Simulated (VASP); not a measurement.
# Ru (Pm-3n) in VASP: relaxation of cell and atoms with revPBE

Aim: the relaxation of cell and atoms of Ru with revPBE.

Program: VASP 6.6.1. These are calculated values, not measurements. Logs are shortened: lines on timing, memory, paths and dates and some standing lists are left out, and cuts for length are marked.

### 1 The cell of the first run

Symmetry: Pm-3n, No. 223, cubic system. The conventional cell has a = 4.769 Å, b = 4.769 Å, c = 4.769 Å, α = 90.00°, β = 90.00°, γ = 90.00°. Within 3.5 Å of Ru (site symmetry m-3) lie 12 Ru at 2.67 Å. Within 3.1 Å of Ru (site symmetry -4m2) lie 14 Ru at 2.38 to 2.92 Å.

### 2 Relaxation of cell and atoms, revPBE

Contents of INCAR:

```
SYSTEM = Ru
  PREC = Accurate
  ENCUT = 600
  EDIFF = 1E-6
  ISMEAR = -1
  SIGMA = 0.1
  LREAL = .False.
  LASPH = .True.
  NELM = 80
  ALGO = Normal
  ISIF = 3
  LWAVE = .False.
  LCHARG = .False.
  GGA = RE
  IBRION = 2
  NSW = 80
  EDIFFG = -0.01
```

Contents of KPOINTS:

```
Automatic mesh
0
Gamma
  6 6 6
  0 0 0
```

Contents of POSCAR:

```
Ru
1.0
    4.7686371176      0.0000000000      0.0000000000
    0.0000000000      4.7686371176      0.0000000000
    0.0000000000      0.0000000000      4.7686371176
Ru
8
Direct
    0.0000000000      0.0000000000      0.0000000000
    0.5000000000      0.5000000000      0.5000000000
    0.2500000000      0.0000000000      0.5000000000
    0.7500000000      0.0000000000      0.5000000000
    0.5000000000      0.2500000000      0.0000000000
    0.5000000000      0.7500000000      0.0000000000
    0.0000000000      0.5000000000      0.2500000000
    0.0000000000      0.5000000000      0.7500000000
```

Potentials or basis: VASP PAW PBE potentials, release 64 (Ru_pv).

The run is started by

```sh
cat potpaw_PBE.64/Ru_pv/POTCAR > POTCAR
mpirun -np 1 vasp_std > vasp.out
```

OUTCAR:

```text
SYSTEM = Ru
   PREC = Accurate
   ENCUT = 600
   EDIFF = 1E-6
   ISMEAR = -1
   LREAL = .False.
   LASPH = .True.
   NELM = 80
   ISIF = 3
   GGA = RE
   IBRION = 2
   NSW = 80
   EDIFFG = -0.01

 ion  position               nearest neighbor table
   1  0.000  0.000  0.000-   3 2.67   4 2.67   5 2.67   6 2.67   7 2.67   8 2.67   3 2.67   4 2.67
                             7 2.67   8 2.67   5 2.67   6 2.67
   2  0.500  0.500  0.500-   3 2.67   4 2.67   5 2.67   6 2.67   7 2.67   8 2.67   5 2.67   6 2.67
                             3 2.67   4 2.67   7 2.67   8 2.67
   3  0.250  0.000  0.500-   4 2.38   4 2.38   1 2.67   1 2.67   2 2.67   2 2.67   8 2.92   5 2.92
                             5 2.92   6 2.92   6 2.92   7 2.92   8 2.92   7 2.92
   4  0.750  0.000  0.500-   3 2.38   3 2.38   1 2.67   1 2.67   2 2.67   2 2.67   8 2.92   5 2.92
                             5 2.92   6 2.92   6 2.92   7 2.92   8 2.92   7 2.92
   5  0.500  0.250  0.000-   6 2.38   6 2.38   1 2.67   2 2.67   2 2.67   1 2.67   8 2.92   4 2.92
                             3 2.92   4 2.92   3 2.92   7 2.92   7 2.92   8 2.92
   6  0.500  0.750  0.000-   5 2.38   5 2.38   1 2.67   2 2.67   2 2.67   1 2.67   8 2.92   4 2.92
                             3 2.92   4 2.92   3 2.92   7 2.92   7 2.92   8 2.92
   7  0.000  0.500  0.250-   8 2.38   8 2.38   1 2.67   2 2.67   1 2.67   2 2.67   3 2.92   4 2.92
                             5 2.92   3 2.92   4 2.92   6 2.92   5 2.92   6 2.92
   8  0.000  0.500  0.750-   7 2.38   7 2.38   1 2.67   2 2.67   1 2.67   2 2.67   3 2.92   4 2.92
                             5 2.92   3 2.92   4 2.92   6 2.92   5 2.92   6 2.92

  LATTYP: Found a simple cubic cell.
 ALAT       =     4.7686371176

  Lattice vectors:

 A1 = (   4.7686371176,   0.0000000000,   0.0000000000)
 A2 = (   0.0000000000,   4.7686371176,   0.0000000000)
 A3 = (   0.0000000000,   0.0000000000,   4.7686371176)

Analysis of symmetry for initial positions (statically):
=====================================================================
 Subroutine PRICEL returns:
 Original cell was already a primitive cell.

 Routine SETGRP: Setting up the symmetry group for a
 simple cubic supercell.

 Subroutine GETGRP returns: Found 48 space group operations
 (whereof 24 operations were pure point group operations)
 out of a pool of 48 trial point group operations.

The static configuration has the point symmetry T_h .
 The point group associated with its full space group is O_h .

Analysis of symmetry for dynamics (positions and initial velocities):
=====================================================================
 Subroutine PRICEL returns:
 Original cell was already a primitive cell.

 Routine SETGRP: Setting up the symmetry group for a
 simple cubic supercell.

 Subroutine GETGRP returns: Found 48 space group operations
 (whereof 24 operations were pure point group operations)
 out of a pool of 48 trial point group operations.

The dynamic configuration has the point symmetry T_h .
 The point group associated with its full space group is O_h .

 Subroutine INISYM returns: Found 48 space group operations
 (whereof 24 operations are pure point group operations),
 and found     1 'primitive' translations

----------------------------------------------------------------------------------------

                                     Primitive cell

  volume of cell :     108.4383

  direct lattice vectors                    reciprocal lattice vectors
     4.768637118  0.000000000  0.000000000     0.209703522  0.000000000  0.000000000
     0.000000000  4.768637118  0.000000000     0.000000000  0.209703522  0.000000000
     0.000000000  0.000000000  4.768637118     0.000000000  0.000000000  0.209703522

  length of vectors
     4.768637118  4.768637118  4.768637118     0.209703522  0.209703522  0.209703522

  position of ions in fractional coordinates (direct lattice)
     0.000000000  0.000000000  0.000000000
     0.500000000  0.500000000  0.500000000
     0.250000000  0.000000000  0.500000000
     0.750000000  0.000000000  0.500000000
     0.500000000  0.250000000  0.000000000
     0.500000000  0.750000000  0.000000000
     0.000000000  0.500000000  0.250000000
     0.000000000  0.500000000  0.750000000

  ion indices of the primitive-cell ions
   primitive index   ion index
                 1           1
                 2           2
                 3           3
                 4           4
                 5           5
                 6           6
                 7           7
                 8           8

----------------------------------------------------------------------------------------

 KPOINTS: Automatic mesh

Automatic generation of k-mesh.
 Grid dimensions read from file:
 generate k-points for:    6    6    6

 Generating k-lattice:

  Cartesian coordinates                     Fractional coordinates (reciprocal lattice)
     0.034950587  0.000000000  0.000000000     0.166666667  0.000000000  0.000000000
     0.000000000  0.034950587  0.000000000     0.000000000  0.166666667  0.000000000
     0.000000000  0.000000000  0.034950587     0.000000000  0.000000000  0.166666667

  Length of vectors
     0.034950587  0.034950587  0.034950587

  Shift w.r.t. Gamma in fractional coordinates (k-lattice)
     0.000000000  0.000000000  0.000000000

 Subroutine IBZKPT returns following result:
 ===========================================

 Found     20 irreducible k-points:

 Following reciprocal coordinates:
            Coordinates               Weight
  0.000000  0.000000  0.000000      1.000000
  0.166667  0.000000  0.000000      6.000000
  0.333333  0.000000  0.000000      6.000000
  0.500000  0.000000  0.000000      3.000000
  0.166667  0.166667  0.000000     12.000000
  0.333333  0.166667  0.000000     24.000000
[... 12 lines left out ...]
  0.500000  0.500000  0.333333      6.000000
  0.500000  0.500000  0.500000      1.000000
   k-points           NKPTS =     20   k-points in BZ     NKDIM =     20   number of bands    NBANDS=     67
   number of dos      NEDOS =    301   number of ions     NIONS =      8
   total plane-waves  NPLWV =  64000
   dimension x,y,z NGX =    40 NGY =   40 NGZ =   40
   dimension x,y,z NGXF=    80 NGYF=   80 NGZF=   80
   ions per type =               8
   NGX,Y,Z   is equivalent  to a cutoff of  13.94, 13.94, 13.94 a.u.
   NGXF,Y,Z  is equivalent  to a cutoff of  27.89, 27.89, 27.89 a.u.
 SYSTEM =  Ru
   PREC   = accura    normal or accurate (medium, high low for compatibility)
   ISTART =      0    job   : 0-new  1-cont  2-samecut
   ICHARG =      2    charge: 1-file 2-atom 10-const
   ISPIN  =      1    spin polarized calculation?
   LNONCOLLINEAR =      F non collinear calculations
   LSORBIT =      F    spin-orbit coupling
   LASPH  =      T    aspherical Exc in radial PAW
   ENCUT  =  600.0 eV  44.10 Ry    6.64 a.u.   9.52  9.52  9.52*2*pi/ulx,y,z
   NELM   =     80;   NELMIN=  2; NELMDL= -5     # of ELM steps
   EDIFF  = 0.1E-05   stopping-criterion for ELM
   LREAL  =      F    real-space projection
   EDIFFG = -.1E-01   stopping-criterion for IOM
   NSW    =     80    number of steps for IOM
   IBRION =      2    ionic relax: 0-MD 1-quasi-New 2-CG
   NFREE  =      1    steps in history (QN), initial steepest desc. (CG)
   ISIF   =      3    stress and relaxation
   ISYM   =      2    0-nonsym 1-usesym 2-fastsym
   POTIM  = 0.5000    time-step for ionic-motion
   TEBEG  =    0.0;   TEEND  =   0.0 temperature during run
   PSTRESS=    0.0 pullay stress
   NELECT =     112.0000    total number of electrons
   NUPDOWN=      -1.0000    fix difference up-down
   EMIN   =  10.00;   EMAX   =-10.00  energy-range for DOS
   EFERMI =   0.00;   METHOD = LEGACY
   ISMEAR =    -1;   SIGMA  =   0.10  broadening in eV -4-tet -1-fermi 0-gaus
   EFERMI_NEDOS =   21; number of points for ismear=-14 and -15
   IALGO  =     38    algorithm
   IMIX   =      4    mixing-type and parameters
     AMIX     =   0.40;   BMIX     =  1.00
     AMIX_MAG =   1.60;   BMIX_MAG =  1.00
  volume/ion in A,a.u.               =      13.55        91.47
  Fermi-wavevector in a.u.,A,eV,Ry     =   1.654829  3.127174 37.259015  2.738460
  Thomas-Fermi vector in A             =   2.743030
   LORBIT       =      0    0 simple, 1 ext, 2 COOP (PROOUT), +10 PAW based schemes
   GGA     = RE    functional components
   LHFCALC =     F    Hartree Fock is set to
   AEXX    =    0.0000 exact exchange contribution
   IVDW    =     0    specifies the selected vdW correction
   LEPSILON=     F    determine dielectric tensor
   LRPA    =     F    only Hartree local field effects (RPA)
 conjugate gradient relaxation of ions
 non-spin polarized calculation
  energy-cutoff  :      600.00
  volume of cell :      108.44
 maximum number of plane-waves:      3695
 NGX is ok and might be reduce to    40
   NGX = 19   NGY = 19   NGZ = 19

--------------------------------------- Ionic step        1  -------------------------------------------

 number of electron     112.0000029 magnetization

 Free energy of the ion-electron system (eV)
  ---------------------------------------------------
  ext. energy  EPLUGINS =         0.00000000
  ---------------------------------------------------
  free energy    TOTEN  =       -66.50254127 eV

  energy without entropy =      -66.16199742  energy(sigma->0) =      -66.33226935

------------------------ aborting loop because EDIFF is reached ----------------------------------------

  FORCE on cell =-STRESS in cart. coord.  units (eV):
  Direction    XX          YY          ZZ          XY          YZ          ZX
  --------------------------------------------------------------------------------------
  -------------------------------------------------------------------------------------
  Total       12.6031384     12.6031384     12.6031384      0.0000000      0.0000000     -0.0000000
  in kB      186.2114846    186.2114846    186.2114846      0.0000000      0.0000000     -0.0000000
  external PRESSURE =     186.2114846 kB  Pullay stress =       0.0000000 kB
[... 27 lines left out ...]
  energy  without entropy=      -66.1619974219  energy(sigma->0) =      -66.33226935

--------------------------------------- Ionic step        2  -------------------------------------------

 number of electron     112.0000082 magnetization

 E-fermi :   9.4264     XC(G=0): -12.7224

 val. band max:        9.4034707567   @ k =   0.3333   0.3333   0.0000
 cond. band min:       9.4295399891   @ k =   0.3333   0.3333   0.1667
 fundamental gap:      0.0260692324
 Fermi energy:         9.4263999738

 k-point     1 :       0.0000    0.0000    0.0000
  band No.  band energies     occupation
      1     -33.9032      2.00000
      2     -33.9032      2.00000
      3     -33.8481      2.00000
      4     -33.4788      2.00000
      5     -33.4788      2.00000
      6     -33.4788      2.00000
[... 1470 lines left out ...]
  energy  without entropy=      -66.4790550415  energy(sigma->0) =      -66.67034614

--------------------------------------- Ionic step        4  -------------------------------------------

 number of electron     112.0000030 magnetization

 Free energy of the ion-electron system (eV)
  ---------------------------------------------------
  ext. energy  EPLUGINS =         0.00000000
  ---------------------------------------------------
  free energy    TOTEN  =       -66.86306433 eV

  energy without entropy =      -66.48286246  energy(sigma->0) =      -66.67296339

 E-fermi :  12.0261     XC(G=0): -13.6861

 val. band max:       12.0244526016   @ k =   0.3333   0.3333   0.0000
 cond. band min:      12.0502871949   @ k =   0.3333   0.3333   0.1667
 fundamental gap:      0.0258345933
 Fermi energy:        12.0260592226

 k-point     1 :       0.0000    0.0000    0.0000
  band No.  band energies     occupation
      1     -31.8960      2.00000
      2     -31.8960      2.00000
      3     -31.7946      2.00000
      4     -31.2980      2.00000
      5     -31.2980      2.00000
      6     -31.2980      2.00000
[... 1424 lines left out ...]
  FREE ENERGIE OF THE ION-ELECTRON SYSTEM (eV)
  ---------------------------------------------------
  free  energy   TOTEN  =       -66.8630643260 eV

  energy  without entropy=      -66.4828624593  energy(sigma->0) =      -66.67296339

 reached required accuracy - stopping structural energy minimisation
```

Run time: 15 min. Hardware: 1 thread of Intel Xeon 8259CL, shared host; peak memory 0.32 GiB.

Results:

```
Free energy                           : -66.8631 eV
Relaxed volume                        : 14.38 Å³/atom
Relaxed cell                          : a = 4.864 Å, b = 4.864 Å, c = 4.864 Å, α = 90.00°, β = 90.00°, γ = 90.00°
Space group after relaxing (to 0.1 Å) : Pm-3n (No. 223)
Energy gained by relaxing             : 45.1 meV/atom
Ionic steps                           : 4
Pressure after relaxing               : -0.1 GPa
Band gap on the k mesh                : zero (bands 56 and 57 overlap by 0.84 eV)
```

The path:
| step | energy change (eV) | largest force (eV/Å) | pressure (GPa) | volume (Å³) |
| --- | --- | --- | --- | --- |
| 1 | 0.0000 | 0.0000 | 18.62 | 108.44 |
| 2 | 1.8107 | 0.0000 | -29.44 | 135.09 |
| 3 | -0.3591 | 0.0000 | -1.03 | 115.45 |
| 4 | -0.3605 | 0.0000 | -0.10 | 115.06 |

Final structure:
```
Ru
1.0
     4.86375    0.00000    0.00000
     0.00000    4.86375    0.00000
     0.00000    0.00000    4.86375
Ru
8
Direct
  0.00000 0.00000 0.00000
  0.50000 0.50000 0.50000
  0.25000 0.00000 0.50000
  0.75000 0.00000 0.50000
  0.50000 0.25000 0.00000
  0.50000 0.75000 0.00000
  0.00000 0.50000 0.25000
  0.00000 0.50000 0.75000
```

Levels at points of the mesh, in eV from the Fermi level:
| k point | band 54 | band 55 | band 56 | band 57 | band 58 | band 59 |
| --- | --- | --- | --- | --- | --- | --- |
| (0.00, 0.00, 0.00) | -0.62 | -0.62 | -0.26 | -0.26 | 0.29 | 0.29 |
| (0.50, 0.00, 0.00) | -0.99 | -0.26 | -0.26 | 0.36 | 0.36 | 0.49 |
| (0.50, 0.50, 0.00) | -0.21 | -0.20 | 0.00 | 0.00 | 0.03 | 0.54 |
| (0.50, 0.50, 0.50) | -0.94 | 0.58 | 0.58 | 0.58 | 0.58 | 0.58 |

Caveat: the PAW data sets were made with another functional, which shifts forces and pressure a little.

The gap in the log of VASP goes by the Fermi energy; the results here count the filled bands.